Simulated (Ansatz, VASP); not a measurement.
Ni in VASP and in Ansatz

INCAR

```
  PREC = Accurate
  ENCUT = 600
  EDIFF = 1E-6
  ISMEAR = -1
  SIGMA = 0.1
  LREAL = False
  LASPH = True
  NELM = 120
  ALGO = Normal
  ISIF = 2
  LWAVE = False
  LCHARG = False
  GGA = PE
  NBANDS = 11
  GGA_COMPAT = False
```

File KPOINTS:

```
Automatic mesh
0
Gamma
  15 15 15
```

Contents of POSCAR:

```
Ni
1.0
    2.3571386579      0.0000000000      0.0000000000
    0.0000000000      2.3571386579      0.0000000000
    0.0000000000      0.0000000000      2.3571386579
Ni
1
Direct
    0.0000000000      0.0000000000      0.0000000000
```

Input for Ansatz:

```yaml
crystal:
  lattice:
    - [2.3571386579, 0.0, 0.0]
    - [0.0, 2.3571386579, 0.0]
    - [0.0, 0.0, 2.3571386579]
  atoms:
    - { symbol: Ni, position: [0.0, 0.0, 0.0] }
hamiltonian:
  xc: pbe
  pseudopotentials:
    kind: paw
    azcp:
      Ni: "pseudopotentials/Ni.paw.azcp"
basis:
  ecutwfc: 420
  fft_grid_basis: typed
kpoints:
  mp_grid: { grid: [15, 15, 15], shift: [0, 0, 0] }
magnetization:
  spin_polarized: false
scf:
  occupations: { method: fermi_dirac, width: 0.1 }
  lower_state_search: "off"
output:
  stress: true
```

Alike in both runs: task single point; functional PBE; k mesh 15 × 15 × 15; occupations fermi-dirac, width 0.1 eV; no spin polarisation.

|  | VASP | Ansatz |
| --- | --- | --- |
| version | VASP 6.6.1 | Ansatz 0.2.0 |
| potentials or method | VASP PAW PBE potentials, release 64 (Ni), cutoff 600 eV | plane waves (420 eV) with PAW, scalar-relativistic |
| valence electrons in the cell | 10 | 18 |

```csv
,VASP,Ansatz,Ansatz less VASP
pressure (GPa),-5.3,-5.2,+0.02
```

VASP's potentials hold 10 valence electrons a cell and Ansatz's 18, so a difference there can come from the potentials and not from the codes.
